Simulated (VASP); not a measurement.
# Re: single point with r2SCAN

Re:

```
CELL_PARAMETERS angstrom
0.00000 1.94666 1.94666
1.94666 0.00000 1.94666
1.94666 1.94666 0.00000
ATOMIC_POSITIONS crystal
Re 0.00000 0.00000 0.00000
```

```
Program             : VASP 6.6.1
Task                : single point
Functional          : r2SCAN
Potentials or basis : VASP PAW PBE potentials, release 64 (Re)
Cutoff              : 520 eV
k mesh              : 14 × 14 × 14
Occupations         : gaussian, width 0.005 eV
Spin                : no spin polarisation
```

- Pressure: 0.0 GPa

Levels at points of the mesh, in eV from the Fermi level:
| k point | band 1 | band 2 | band 3 | band 4 | band 5 | band 6 | band 7 | band 8 | band 9 |
| --- | --- | --- | --- | --- | --- | --- | --- | --- | --- |
| (0.00, 0.00, 0.00) | -10.60 | -2.00 | -2.00 | -2.00 | 1.40 | 1.40 | 14.53 | 20.62 | 20.62 |
| (0.50, 0.00, 0.00) | -7.18 | -2.15 | -2.15 | 0.12 | 3.97 | 3.97 | 10.46 | 14.03 | 21.13 |
| (0.50, 0.50, 0.00) | -7.08 | -6.24 | 2.84 | 3.98 | 4.69 | 4.69 | 12.90 | 12.90 | 13.76 |

Wall time 65 s on 1 thread of Intel(R) Xeon(R) Platinum 8259CL CPU @ 2.50GHz (Skylake/Cascade Lake), with other jobs on the host, peak memory 0.14 GiB.

Caveat: the PAW data sets were made with another functional, which shifts forces and pressure a little; spin-orbit coupling is left out, which moves the levels of the heavy elements.
